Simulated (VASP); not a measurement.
## Rb3Ba: single point with PBE

Rb3Ba:

```
Rb Ba
1.0
    -3.38266    3.38266    7.39584
     3.38266   -3.38266    7.39584
     3.38266    3.38266   -7.39584
Rb Ba
3 1
Direct
  0.75000 0.25000 0.50000
  0.25000 0.75000 0.50000
  0.50000 0.50000 0.00000
  0.00000 0.00000 0.00000
```

| Quantity | Value |
| --- | --- |
| Program | VASP 6.6.1 |
| Task | single point |
| Functional | PBE |
| Potentials or basis | VASP PAW PBE potentials, release 64 (Rb_sv, Ba_sv) |
| Cutoff | 520 eV |
| k mesh | 1 × 1 × 1 |
| Occupations | gaussian, width 0.1 eV |
| Spin | no spin polarisation |
| Dipole correction | no |
| Further INCAR settings | ALGO = Normal; EDIFF = 1e-06; NBANDS = 26 |

```
Pressure : -1.4 GPa
```

Stress tensor (GPa, compression positive):
```
-2.15  0.00  0.00
 0.00 -2.15  0.00
 0.00  0.00  0.17
```

Levels at points of the mesh, in eV from the Fermi level:
| k point | band 14 | band 15 | band 16 | band 17 | band 18 | band 19 | band 20 | band 21 | band 22 | band 23 |
| --- | --- | --- | --- | --- | --- | --- | --- | --- | --- | --- |
| (0.00, 0.00, 0.00) | -13.39 | -13.25 | -13.25 | -2.76 | -0.60 | 0.00 | 0.22 | 0.47 | 0.47 | 0.64 |

Run time: 39 s on 1 thread of Intel(R) Xeon(R) Platinum 8488C (Sapphire Rapids), on a shared host, peak memory 0.62 GiB.

Caveat: the k points lie up to 1.31 Å⁻¹ apart; spin-orbit coupling is left out, which moves the levels of the heavy elements.
